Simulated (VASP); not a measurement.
# O (P6_3/mmc) in VASP: single point with LDA

Aim: the single point of O with LDA.

Program: VASP 6.6.1. These are calculated values, not measurements. Logs are shortened: lines on timing, memory, paths and dates and some standing lists are left out, and cuts for length are marked.

### Step 1. The cell of the first run

Symmetry: P6_3/mmc, No. 194, hexagonal system. The conventional cell has a = 2.217 Å, b = 2.217 Å, c = 2.451 Å, α = 90.00°, β = 90.00°, γ = 120.00°. O (site symmetry -6m2) has 14 O at 1.77 to 2.45 Å within 2.5 Å.

### Step 2. Single point, LDA

The input, INCAR:

```
  ALGO = Normal
  EDIFF = 1E-6
  ENCUT = 600
  GGA = CA
  GGA_COMPAT = F
  ISIF = 2
  ISMEAR = -1
  LASPH = T
  LCHARG = F
  LREAL = F
  LWAVE = F
  NBANDS = 13
  NELM = 120
  PREC = Accurate
  SIGMA = 0.05
```

The input, KPOINTS:

```
k-points
0
Gamma
  20 20 11
```

The input, POSCAR:

```
O
1.0
    2.2170446321      0.0000000000      0.0000000000
   -1.1085223160      1.9200169727      0.0000000000
    0.0000000000      0.0000000000      2.4512065106
O
2
Direct
    0.3333333333      0.6666666667      0.2500000000
    0.6666666667      0.3333333333      0.7500000000
```

Potentials or basis: VASP PAW LDA potentials, release 64 (O).

The run is started by

```sh
cat potpaw_LDA.64/O/POTCAR > POTCAR
mpirun -np 1 vasp_std > vasp.out
```

OUTCAR:

```text
EDIFF = 1E-6
   ENCUT = 600
   GGA = CA
   ISIF = 2
   ISMEAR = -1
   LASPH = T
   LREAL = F
   NELM = 120
   PREC = Accurate

 ion  position               nearest neighbor table
   1  0.333  0.667  0.250-   2 1.77   2 1.77   2 1.77   2 1.77   2 1.77   2 1.77
   2  0.667  0.333  0.750-   1 1.77   1 1.77   1 1.77   1 1.77   1 1.77   1 1.77

  LATTYP: Found a hexagonal cell.
 ALAT       =     2.2170446321
 C/A-ratio  =     1.1056189285

  Lattice vectors:

 A1 = (   2.2170446321,   0.0000000000,   0.0000000000)
 A2 = (  -1.1085223160,   1.9200169727,   0.0000000000)
 A3 = (   0.0000000000,   0.0000000000,   2.4512065106)

Analysis of symmetry for initial positions (statically):
=====================================================================
 Subroutine PRICEL returns:
 Original cell was already a primitive cell.

 Routine SETGRP: Setting up the symmetry group for a
 hexagonal supercell.

 Subroutine GETGRP returns: Found 24 space group operations
 (whereof 12 operations were pure point group operations)
 out of a pool of 24 trial point group operations.

The static configuration has the point symmetry D_3d.
 The point group associated with its full space group is D_6h.

Analysis of symmetry for dynamics (positions and initial velocities):
=====================================================================
 Subroutine PRICEL returns:
 Original cell was already a primitive cell.

 Routine SETGRP: Setting up the symmetry group for a
 hexagonal supercell.

 Subroutine GETGRP returns: Found 24 space group operations
 (whereof 12 operations were pure point group operations)
 out of a pool of 24 trial point group operations.

The dynamic configuration has the point symmetry D_3d.
 The point group associated with its full space group is D_6h.

 Subroutine INISYM returns: Found 24 space group operations
 (whereof 12 operations are pure point group operations),
 and found     1 'primitive' translations

----------------------------------------------------------------------------------------

                                     Primitive cell

  volume of cell :      10.4342

  direct lattice vectors                    reciprocal lattice vectors
     2.217044632  0.000000000  0.000000000     0.451050911  0.260414365  0.000000000
    -1.108522316  1.920016973  0.000000000     0.000000000  0.520828729  0.000000000
     0.000000000  0.000000000  2.451206511     0.000000000  0.000000000  0.407962363

[... 91 lines left out ...]
   POTIM  = 0.5000    time-step for ionic-motion
   TEBEG  =    0.0;   TEEND  =   0.0 temperature during run
   PSTRESS=    0.0 pullay stress
   NELECT =      12.0000    total number of electrons
   NUPDOWN=      -1.0000    fix difference up-down
   EMIN   =  10.00;   EMAX   =-10.00  energy-range for DOS
   EFERMI =   0.00;   METHOD = LEGACY
   ISMEAR =    -1;   SIGMA  =   0.05  broadening in eV -4-tet -1-fermi 0-gaus
   EFERMI_NEDOS =   21; number of points for ismear=-14 and -15
   IALGO  =     38    algorithm
   IMIX   =      4    mixing-type and parameters
     AMIX     =   0.40;   BMIX     =  1.00
     AMIX_MAG =   1.60;   BMIX_MAG =  1.00
  volume/ion in A,a.u.               =       5.22        35.21
  Fermi-wavevector in a.u.,A,eV,Ry     =   1.715203  3.241263 40.027254  2.941920
  Thomas-Fermi vector in A             =   2.792619
   LORBIT       =      0    0 simple, 1 ext, 2 COOP (PROOUT), +10 PAW based schemes
   GGA     = CA    functional components
   LHFCALC =     F    Hartree Fock is set to
   AEXX    =    0.0000 exact exchange contribution
   IVDW    =     0    specifies the selected vdW correction
   LEPSILON=     F    determine dielectric tensor
   LRPA    =     F    only Hartree local field effects (RPA)
 non-spin polarized calculation
  energy-cutoff  :      600.00
  volume of cell :       10.43
 maximum number of plane-waves:       364
 NGX is ok and might be reduce to    18
   NGX =  9   NGY =  9   NGZ =  9

 number of electron      11.9999996 magnetization

 Free energy of the ion-electron system (eV)
  ---------------------------------------------------
  ext. energy  EPLUGINS =         0.00000000
  ---------------------------------------------------
  free energy    TOTEN  =        -5.98990731 eV

  energy without entropy =       -5.98336143  energy(sigma->0) =       -5.98663437

 E-fermi :   8.9456     XC(G=0): -15.0045

 val. band max:        8.9153523683   @ k =   0.1000   0.0500   0.3636
 cond. band min:       8.9533620993   @ k =   0.1000   0.0000   0.3636
 fundamental gap:      0.0380097310
 Fermi energy:         8.9455748022

 k-point     1 :       0.0000    0.0000    0.0000
  band No.  band energies     occupation
      1     -18.9954      2.00000
      2      -3.2457      2.00000
      3      -0.4669      2.00000
      4       5.6535      2.00000
      5       5.6535      2.00000
      6      10.1668      0.00000
      7      10.1668      0.00000
      8      13.0817      0.00000
      9      26.1453      0.00000
     10      30.1426      0.00000
     11      39.2065      0.00000
     12      39.2065      0.00000
     13      46.5977      0.00000
[... 354 lines left out ...]
  band No.  band energies     occupation
      1     -16.1421      2.00000
      2      -6.0603      2.00000
      3       1.8791      2.00000
      4       1.9523      2.00000
      5       3.8535      2.00000
      6       8.7012      1.98504
      7      10.0658      0.00000
      8      11.0082      0.00000
      9      27.0889      0.00000
     10      31.8798      0.00000
     11      37.4404      0.00000
     12      39.2514      0.00000
     13      45.4428      0.00000

 [... further k-points ...]

------------------------ aborting loop because EDIFF is reached ----------------------------------------

  FORCE on cell =-STRESS in cart. coord.  units (eV):
  Direction    XX          YY          ZZ          XY          YZ          ZX
  --------------------------------------------------------------------------------------
  -------------------------------------------------------------------------------------
  Total        9.1400960      9.1400960      9.1721531      0.0000000     -0.0000000      0.0000000
  in kB     1403.4661183   1403.4661182   1408.3885139      0.0000000     -0.0000000      0.0000000
  external PRESSURE =    1405.1069168 kB  Pullay stress =       0.0000000 kB

 VOLUME and BASIS-vectors are now :
 -----------------------------------------------------------------------------
  energy-cutoff  :      600.00
  volume of cell :       10.43
      direct lattice vectors                 reciprocal lattice vectors
     2.217044632  0.000000000  0.000000000     0.451050911  0.260414365  0.000000000
    -1.108522316  1.920016973  0.000000000     0.000000000  0.520828729  0.000000000
     0.000000000  0.000000000  2.451206511     0.000000000  0.000000000  0.407962363

 POSITION                                       TOTAL-FORCE (eV/Angst)
 -----------------------------------------------------------------------------------
     -0.00000      1.28001      0.61280        -0.000000      0.000000      0.000000
      1.10852      0.64001      1.83840         0.000000      0.000000      0.000000
 -----------------------------------------------------------------------------------
    total drift:                               -0.000000      0.000000      0.000000

  FREE ENERGIE OF THE ION-ELECTRON SYSTEM (eV)
  ---------------------------------------------------
  free  energy   TOTEN  =        -5.9899073107 eV

  energy  without entropy=       -5.9833614311  energy(sigma->0) =       -5.98663437
```

stdout:

```text
POSCAR found type information on POSCAR O
 POSCAR found :  1 types and       2 ions
 scaLAPACK will be used
 LDA part: xc-table for (Slater(with rela. corr.)+CA(PZ))
 , standard interpolation
 POSCAR, INCAR and KPOINTS ok, starting setup
 FFT: planning ... GRIDC
 FFT: planning ... GRID_SOFT
 FFT: planning ... GRID
 WAVECAR not read
 entering main loop
```

It took 25 s on 1 thread of Intel Xeon 8259CL, shared host; peak memory 0.13 GiB.

Results:

```yaml
Free_energy: -5.9899 eV
Pressure: 140.5 GPa
Band_gap_on_the_k_mesh: zero (bands 6 and 7 overlap by 2.97 eV)
```

Stress tensor (GPa, compression positive):
```
140.35   0.00   0.00
  0.00 140.35   0.00
  0.00   0.00 140.84
```

Caveat: the cell stands under pressure.

The gap in the log of VASP goes by the Fermi energy; the results here count the filled bands.